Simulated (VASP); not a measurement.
# NaF (Fm-3m) in VASP: further runs

Aim: see how the results for NaF move with the level of theory and the settings. Levels: PBEsol+D3(BJ), PBEsol+D4, HSE06. Tasks: single point.

All numbers are computed with VASP 6.6.1; they aren't measurements. Logs are shortened: lines on timing, memory, paths and dates and some standing lists are left out, and cuts for length are marked.

## 1. The cell of the first run

It takes space group Fm-3m (No. 225, cubic). Conventional cell: a = 4.572 Å, b = 4.572 Å, c = 4.572 Å, α = 90.00°, β = 90.00°, γ = 90.00°. Within 3.0 Å of Na (site symmetry m-3m) lie 6 F at 2.29 Å. F (site symmetry m-3m) has 6 Na at 2.29 Å within 3.0 Å.

## 2. Single point, PBEsol+D3(BJ)

The input, INCAR:

```
  PREC = Accurate
  ENCUT = 520
  EDIFF = 1E-7
  ISMEAR = -1
  SIGMA = 0.05
  LREAL = F
  LASPH = T
  NELM = 100
  ALGO = Normal
  ISIF = 2
  LWAVE = F
  LCHARG = F
  GGA = PS
  IVDW = 12
  NBANDS = 14
```

The input, KPOINTS:

```
Automatic mesh
0
Gamma
  10 10 10
```

The input, POSCAR:

```
NaF
1.0
    0.0000000000      2.2862253293      2.2862253293
    2.2862253293      0.0000000000      2.2862253293
    2.2862253293      2.2862253293      0.0000000000
Na F
1 1
Direct
    0.0000000000      0.0000000000      0.0000000000
    0.5000000000      0.5000000000      0.5000000000
```

Potentials or basis: VASP PAW PBE potentials, release 64 (Na_pv, F).

Started as:

```
cat potpaw_PBE.64/Na_pv/POTCAR potpaw_PBE.64/F/POTCAR > POTCAR
mpirun -np 1 vasp_std > vasp.out
```

OUTCAR:

```text
PREC = Accurate
   ENCUT = 520
   EDIFF = 1E-7
   ISMEAR = -1
   LREAL = F
   LASPH = T
   NELM = 100
   ISIF = 2
   GGA = PS
   IVDW = 12
 IVDW          = 12

 ion  position               nearest neighbor table
   1  0.000  0.000  0.000-   2 2.29   2 2.29   2 2.29   2 2.29   2 2.29   2 2.29
   2  0.500  0.500  0.500-   1 2.29   1 2.29   1 2.29   1 2.29   1 2.29   1 2.29

  LATTYP: Found a face centered cubic cell.
 ALAT       =     4.5724506586

  Lattice vectors:

 A1 = (   0.0000000000,   2.2862253293,   2.2862253293)
 A2 = (   2.2862253293,   0.0000000000,   2.2862253293)
 A3 = (   2.2862253293,   2.2862253293,   0.0000000000)

Analysis of symmetry for initial positions (statically):
=====================================================================
 Subroutine PRICEL returns:
 Original cell was already a primitive cell.

 Routine SETGRP: Setting up the symmetry group for a
 face centered cubic supercell.

 Subroutine GETGRP returns: Found 48 space group operations
 (whereof 48 operations were pure point group operations)
 out of a pool of 48 trial point group operations.

The static configuration has the point symmetry O_h .

Analysis of symmetry for dynamics (positions and initial velocities):
=====================================================================
 Subroutine PRICEL returns:
 Original cell was already a primitive cell.

 Routine SETGRP: Setting up the symmetry group for a
 face centered cubic supercell.

 Subroutine GETGRP returns: Found 48 space group operations
 (whereof 48 operations were pure point group operations)
 out of a pool of 48 trial point group operations.

The dynamic configuration has the point symmetry O_h .

 Subroutine INISYM returns: Found 48 space group operations
 (whereof 48 operations are pure point group operations),
 and found     1 'primitive' translations

----------------------------------------------------------------------------------------

                                     Primitive cell

  volume of cell :      23.8994

  direct lattice vectors                    reciprocal lattice vectors
     0.000000000  2.286225329  2.286225329    -0.218701102  0.218701102  0.218701102
     2.286225329  0.000000000  2.286225329     0.218701102 -0.218701102  0.218701102
     2.286225329  2.286225329  0.000000000     0.218701102  0.218701102 -0.218701102

  length of vectors
     3.233210867  3.233210867  3.233210867     0.378801421  0.378801421  0.378801421

  position of ions in fractional coordinates (direct lattice)
     0.000000000  0.000000000  0.000000000
     0.500000000  0.500000000  0.500000000

  ion indices of the primitive-cell ions
   primitive index   ion index
                 1           1
                 2           2

----------------------------------------------------------------------------------------

 KPOINTS: Automatic mesh

Automatic generation of k-mesh.
 Grid dimensions read from file:
 generate k-points for:   10   10   10

 Generating k-lattice:

  Cartesian coordinates                     Fractional coordinates (reciprocal lattice)
    -0.021870110  0.021870110  0.021870110     0.100000000  0.000000000  0.000000000
     0.021870110 -0.021870110  0.021870110     0.000000000  0.100000000  0.000000000
     0.021870110  0.021870110 -0.021870110     0.000000000  0.000000000  0.100000000

  Length of vectors
     0.037880142  0.037880142  0.037880142

  Shift w.r.t. Gamma in fractional coordinates (k-lattice)
     0.000000000  0.000000000  0.000000000

 Subroutine IBZKPT returns following result:
 ===========================================

 Found     47 irreducible k-points:

 Following reciprocal coordinates:
            Coordinates               Weight
  0.000000  0.000000  0.000000      1.000000
  0.100000  0.000000  0.000000      8.000000
  0.200000  0.000000  0.000000      8.000000
  0.300000  0.000000  0.000000      8.000000
  0.400000  0.000000  0.000000      8.000000
  0.500000  0.000000  0.000000      4.000000
[... 16 lines left out ...]
  0.300000  0.300000  0.000000      6.000000
  0.400000  0.300000  0.000000     24.000000
 [... further k-points ...]
   k-points           NKPTS =     47   k-points in BZ     NKDIM =     47   number of bands    NBANDS=     14
   number of dos      NEDOS =    301   number of ions     NIONS =      2
   total plane-waves  NPLWV =  13824
   dimension x,y,z NGX =    24 NGY =   24 NGZ =   24
   dimension x,y,z NGXF=    48 NGYF=   48 NGZF=   48
   ions per type =               1   1
   NGX,Y,Z   is equivalent  to a cutoff of  12.34, 12.34, 12.34 a.u.
   NGXF,Y,Z  is equivalent  to a cutoff of  24.68, 24.68, 24.68 a.u.
 SYSTEM =  unknown system
   PREC   = accura    normal or accurate (medium, high low for compatibility)
   ISTART =      0    job   : 0-new  1-cont  2-samecut
   ICHARG =      2    charge: 1-file 2-atom 10-const
   ISPIN  =      1    spin polarized calculation?
   LNONCOLLINEAR =      F non collinear calculations
   LSORBIT =      F    spin-orbit coupling
   LASPH  =      T    aspherical Exc in radial PAW
   ENCUT  =  520.0 eV  38.22 Ry    6.18 a.u.   6.01  6.01  6.01*2*pi/ulx,y,z
   NELM   =    100;   NELMIN=  2; NELMDL= -5     # of ELM steps
   EDIFF  = 0.1E-06   stopping-criterion for ELM
   LREAL  =      F    real-space projection
   EDIFFG = 0.1E-05   stopping-criterion for IOM
   NSW    =      0    number of steps for IOM
   IBRION =     -1    ionic relax: 0-MD 1-quasi-New 2-CG
   NFREE  =      0    steps in history (QN), initial steepest desc. (CG)
   ISIF   =      2    stress and relaxation
   ISYM   =      2    0-nonsym 1-usesym 2-fastsym
   POTIM  = 0.5000    time-step for ionic-motion
   TEBEG  =    0.0;   TEEND  =   0.0 temperature during run
   PSTRESS=    0.0 pullay stress
   NELECT =      14.0000    total number of electrons
   NUPDOWN=      -1.0000    fix difference up-down
   EMIN   =  10.00;   EMAX   =-10.00  energy-range for DOS
   EFERMI =   0.00;   METHOD = LEGACY
   ISMEAR =    -1;   SIGMA  =   0.05  broadening in eV -4-tet -1-fermi 0-gaus
   EFERMI_NEDOS =   21; number of points for ismear=-14 and -15
   IALGO  =     38    algorithm
   IMIX   =      4    mixing-type and parameters
     AMIX     =   0.40;   BMIX     =  1.00
     AMIX_MAG =   1.60;   BMIX_MAG =  1.00
  volume/ion in A,a.u.               =      11.95        80.64
  Fermi-wavevector in a.u.,A,eV,Ry     =   1.369794  2.588535 25.529082  1.876335
  Thomas-Fermi vector in A             =   2.495637
   LORBIT       =      0    0 simple, 1 ext, 2 COOP (PROOUT), +10 PAW based schemes
   GGA     = PS    functional components
   LHFCALC =     F    Hartree Fock is set to
   AEXX    =    0.0000 exact exchange contribution
   IVDW    =    12    specifies the selected vdW correction
   LEPSILON=     F    determine dielectric tensor
   LRPA    =     F    only Hartree local field effects (RPA)
 non-spin polarized calculation
  energy-cutoff  :      520.00
  volume of cell :       23.90
 maximum number of plane-waves:       656
   NGX = 13   NGY = 13   NGZ = 13

 number of electron      13.9999998 magnetization

 Free energy of the ion-electron system (eV)
  ---------------------------------------------------
  ext. energy  EPLUGINS =         0.00000000
  ---------------------------------------------------
  free energy    TOTEN  =        -8.76188880 eV

  energy without entropy =       -8.76188880  energy(sigma->0) =       -8.76188880

 E-fermi :  -0.8520     XC(G=0):  -9.5362

 val. band max:       -1.9997345410   @ k =   0.0000   0.0000   0.0000
 cond. band min:       4.3745818618   @ k =   0.0000   0.0000   0.0000
 fundamental gap:      6.3743164028
 Fermi energy:        -0.8520264171

 k-point     1 :       0.0000    0.0000    0.0000
  band No.  band energies     occupation
      1     -21.1282      2.00000
      2     -20.6517      2.00000
      3     -20.6517      2.00000
      4     -20.6517      2.00000
      5      -1.9997      2.00000
      6      -1.9997      2.00000
      7      -1.9997      2.00000
      8       4.3746      0.00000
      9      17.1237      0.00000
     10      17.1237      0.00000
     11      17.1237      0.00000
     12      19.8912      0.00000
     13      22.3240      0.00000
     14      22.3240      0.00000

 k-point     2 :       0.1000    0.0000    0.0000
  band No.  band energies     occupation
      1     -21.2401      2.00000
      2     -20.6530      2.00000
      3     -20.6530      2.00000
      4     -20.5243      2.00000
      5      -2.2124      2.00000
      6      -2.0271      2.00000
      7      -2.0271      2.00000
      8       4.7461      0.00000
      9      15.7880      0.00000
     10      17.2911      0.00000
     11      17.2911      0.00000
     12      21.4240      0.00000
     13      21.9379      0.00000
     14      21.9379      0.00000

 k-point     3 :       0.2000    0.0000    0.0000
  band No.  band energies     occupation
      1     -21.4248      2.00000
      2     -20.6565      2.00000
      3     -20.6565      2.00000
      4     -20.3001      2.00000
      5      -2.7002      2.00000
      6      -2.0981      2.00000
      7      -2.0981      2.00000
      8       5.6950      0.00000
      9      14.0082      0.00000
     10      17.7167      0.00000
     11      17.7167      0.00000
     12      21.3272      0.00000
     13      21.3272      0.00000
     14      22.8027      0.00000
[... 324 lines left out ...]
 k-point    23 :       0.3000    0.3000    0.0000
  band No.  band energies     occupation
      1     -21.3478      2.00000
      2     -20.6925      2.00000
      3     -20.6925      2.00000
      4     -20.3117      2.00000
      5      -3.1442      2.00000
      6      -2.2928      2.00000
      7      -2.2928      2.00000
      8       7.7283      0.00000
      9      12.3492      0.00000
     10      16.1851      0.00000
     11      17.8407      0.00000
     12      17.8407      0.00000
     13      24.2843      0.00000
     14      24.6520      0.00000

 k-point    24 :       0.4000    0.3000    0.0000
  band No.  band energies     occupation
      1     -21.3128      2.00000
      2     -20.7085      2.00000
      3     -20.6988      2.00000
      4     -20.3282      2.00000
      5      -3.2613      2.00000
      6      -2.4090      2.00000
      7      -2.3485      2.00000
      8       8.7467      0.00000
      9      11.8107      0.00000
     10      15.0384      0.00000
     11      17.9533      0.00000
     12      17.9984      0.00000
     13      24.0186      0.00000
     14      25.0549      0.00000

 [... further k-points ...]

------------------------ aborting loop because EDIFF is reached ----------------------------------------

 Edisp (eV)   -0.33793

 E8    (eV) :    -0.2247

  FORCE on cell =-STRESS in cart. coord.  units (eV):
  Direction    XX          YY          ZZ          XY          YZ          ZX
  --------------------------------------------------------------------------------------
  -------------------------------------------------------------------------------------
  Total      -0.05297    -0.05297    -0.05297    -0.00000     0.00000     0.00000
  in kB      -3.55102    -3.55102    -3.55102    -0.00000     0.00000     0.00000
  external pressure =       -3.55 kB  Pullay stress =        0.00 kB

 VOLUME and BASIS-vectors are now :
 -----------------------------------------------------------------------------
  energy-cutoff  :      520.00
  volume of cell :       23.90
      direct lattice vectors                 reciprocal lattice vectors
     0.000000000  2.286225329  2.286225329    -0.218701102  0.218701102  0.218701102
     2.286225329  0.000000000  2.286225329     0.218701102 -0.218701102  0.218701102
     2.286225329  2.286225329  0.000000000     0.218701102  0.218701102 -0.218701102

 POSITION                                       TOTAL-FORCE (eV/Angst)
 -----------------------------------------------------------------------------------
      0.00000      0.00000      0.00000         0.000000      0.000000      0.000000
      2.28623      2.28623      2.28623        -0.000000     -0.000000     -0.000000
 -----------------------------------------------------------------------------------
    total drift:                                0.000000     -0.000000      0.000000

  FREE ENERGIE OF THE ION-ELECTRON SYSTEM (eV)
  ---------------------------------------------------
  free  energy   TOTEN  =        -9.0998182612 eV

  energy  without entropy=       -9.0998182612  energy(sigma->0) =       -9.09981826
```

Run time: 9.7 s. Hardware: 1 thread of AMD EPYC 7R13 (Zen 3), shared host; peak memory 0.12 GiB.

What came out:

* Free energy: -9.0998 eV
* Pressure: -0.4 GPa
* Band gap on the k mesh: 6.37 eV
* Dispersion energy per atom: -0.169 eV

Levels at points of the mesh, in eV from the valence-band top:
```tsv
k point	band 3	band 4	band 5	band 6	band 7	band 8	band 9	band 10	band 11	band 12
(0.00, 0.00, 0.00)	-18.65	-18.65	0.00	0.00	0.00	6.37	19.12	19.12	19.12	21.89
(0.50, 0.00, 0.00)	-18.67	-17.90	-1.71	-0.28	-0.28	10.85	12.67	20.41	20.41	23.28
(0.50, 0.50, 0.00)	-18.71	-18.71	-1.36	-0.43	-0.43	13.22	13.31	13.92	20.16	20.16
```

Caveat: three body term missing; the PAW data sets were made with another functional, which shifts forces and pressure a little. A k mesh can miss the band edges.

(Continued in part 2 of 2.)
